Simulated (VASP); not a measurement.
A run of VASP 6.6.1 is set up as follows.

The input INCAR:

```
SYSTEM = CuI
PREC = Accurate
ENCUT = 520
EDIFF = 1E-6
ISMEAR = -1
SIGMA = 0.02
LREAL = .False.
LASPH = .True.
NELM = 100
ALGO = Normal
ISIF = 2
LWAVE = .False.
LCHARG = .True.
LELF = .True.
LVHAR = .True.
NBANDS = 26
```

Contents of KPOINTS:

```
regular mesh
0
Gamma
  5 5 6
  0 0 0
```

POSCAR

```
CuI
1.0
    3.8078309418     -3.7853080974      0.0000000000
    3.8078309418      3.7853080974      0.0000000000
    0.0000000000      0.0000000000      4.3069976700
Cu I
2 2
Direct
    0.4204388300      0.5795611700      0.7500000000
    0.5795611700      0.4204388300      0.2500000000
    0.7700426800      0.2299573200      0.7500000000
    0.2299573200      0.7700426800      0.2500000000
```

Potentials or basis: VASP PAW LDA potentials, release 64 (Cu, I).

Launch:

```console
$ cat potpaw_LDA.64/Cu/POTCAR potpaw_LDA.64/I/POTCAR > POTCAR
$ mpirun -np 1 vasp_std > vasp.out
```

(1) What does it give for the band gap on the k mesh?

(2) Predict the pressure.

Results:

(1) 0.82 eV.

(2) -4.0 GPa.

Caveat: the cell differs from its parent crystal (equal xx and yy strain of +2 %); the cell stands under tension; spin-orbit coupling is left out, which moves the levels of the heavy elements.
